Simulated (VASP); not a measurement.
SiC, 12 atoms in the cell. The structure is hexagonal, space group P6_3mc (No. 186). The conventional cell has a = 2.966 Å, b = 2.966 Å, c = 14.548 Å, α = 90.00°, β = 90.00°, γ = 120.00°. Si (site symmetry 3m) has 4 C at 1.82 Å within 2.4 Å. Within 2.4 Å of Si (site symmetry 3m) lie 4 C at 1.82 Å. Si (site symmetry 3m) has 4 C at 1.82 Å within 2.4 Å. C (site symmetry 3m) has 4 Si at 1.82 Å within 2.4 Å. C (site symmetry 3m) has 4 Si at 1.82 Å within 2.4 Å. C (site symmetry 3m) has 4 Si at 1.82 Å within 2.4 Å. 

- Program: VASP 6.6.1
- Task: single point
- Functional: PBE
- Potentials or basis: VASP PAW PBE potentials, release 64 (Si, C)
- Cutoff: 520 eV
- k mesh: 12 × 12 × 2
- Occupations: gaussian, width 0.02 eV
- Spin: no spin polarisation
- Dipole correction: no
- Further INCAR settings: ALGO = Normal; EDIFF = 1e-06; NBANDS = 36

Potentials or basis: VASP PAW PBE potentials, release 64 (Si, C).

The run is started by

```bash
$ cat potpaw_PBE.64/Si/POTCAR potpaw_PBE.64/C/POTCAR > POTCAR
$ mpirun -np 1 vasp_std > vasp.out
```

Hardware: 1 thread of Intel(R) Xeon(R) 6975P-C (Granite Rapids), on a shared host.

Q: Estimate the wall time of this run.

A: Wall time 61 s on 1 thread of Intel(R) Xeon(R) 6975P-C (Granite Rapids) (shared host), peak memory 0.28 GiB. Counts: scf iterations 14, k points 38.
